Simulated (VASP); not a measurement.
SiC, 16 atoms in the cell. It takes space group F-43m (No. 216, cubic). Conventional cell: a = 4.380 Å, b = 4.380 Å, c = 4.380 Å, α = 90.00°, β = 90.00°, γ = 90.00°. Within 2.5 Å of Si (site symmetry -43m) lie 4 C at 1.90 Å. Within 2.5 Å of C (site symmetry -43m) lie 4 Si at 1.90 Å. 

* Program: VASP 6.6.1
* Task: single point
* Functional: PBE
* Potentials or basis: VASP PAW PBE potentials, release 64 (Si, C)
* Cutoff: 520 eV
* k mesh: 6 × 6 × 6
* Occupations: gaussian, width 0.05 eV
* Spin: no spin polarisation
* Dipole correction: no
* Further INCAR settings: LREAL = Auto; ALGO = Normal; EDIFF = 1e-07; NBANDS = 46

Potentials or basis: VASP PAW PBE potentials, release 64 (Si, C).

The run is started by

```sh
$ cat potpaw_PBE.64/Si/POTCAR potpaw_PBE.64/C/POTCAR > POTCAR
$ mpirun -np 1 vasp_std > vasp.out
```

Hardware: 1 thread of AMD EPYC 7R43 64-Core Processor (Zen 3), with other jobs on the host.

**Question.** Estimate the wall time of this run.

**Answer.** Wall time 4.1 min on 1 thread of AMD EPYC 7R43 64-Core Processor (Zen 3), with other jobs on the host, peak memory 0.3 GiB. Counts: scf iterations 16, k points 16.
